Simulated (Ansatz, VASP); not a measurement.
## Zn3GeN: VASP beside Ansatz

```
CELL_PARAMETERS angstrom
3.83403 0.00000 0.00000
0.00000 3.83403 0.00000
0.00000 0.00000 4.84673
ATOMIC_POSITIONS crystal
Zn 0.00000 0.50000 0.50068
Zn 0.50000 0.50000 0.10014
Zn 0.50000 0.00000 0.50068
Ge 0.00000 0.00000 0.98389
N 0.50000 0.50000 0.68722
```

Change from the starting cell: species swapped into the PrBPt3 type (P4mm, No. 99).

Alike in both runs: task relaxation of cell and atoms; functional PBE; k mesh 4 × 4 × 4; occupations gaussian, width 0.1 eV; no spin polarisation.

|  | VASP | Ansatz |
| --- | --- | --- |
| version | VASP 6.6.1 | Ansatz 0.2.0 |
| potentials or method | VASP PAW PBE potentials, release 64 (Zn, Ge_d, N), cutoff 600 eV | scalar-relativistic, plane waves, PAW |
| valence electrons in the cell | 55 | 55 |

Ansatz gave:

```
gap on the k mesh at the Fermi level, each at its own relaxed structure (eV)  : none
relaxed volume (Å³/atom)                                                      : 15.81
relaxed length of the cell vector where the two differ most in proportion (Å) : 3.672
```

Which values does VASP return?

gap on the k mesh at the Fermi level, each at its own relaxed structure (eV): none; relaxed volume (Å³/atom): 15.83; relaxed length of the cell vector where the two differ most in proportion (Å): 3.675.

A gap of «none» marks a metal or a gap that the smearing closes.

The k mesh is coarse, so the values compare programs but aren't converged.
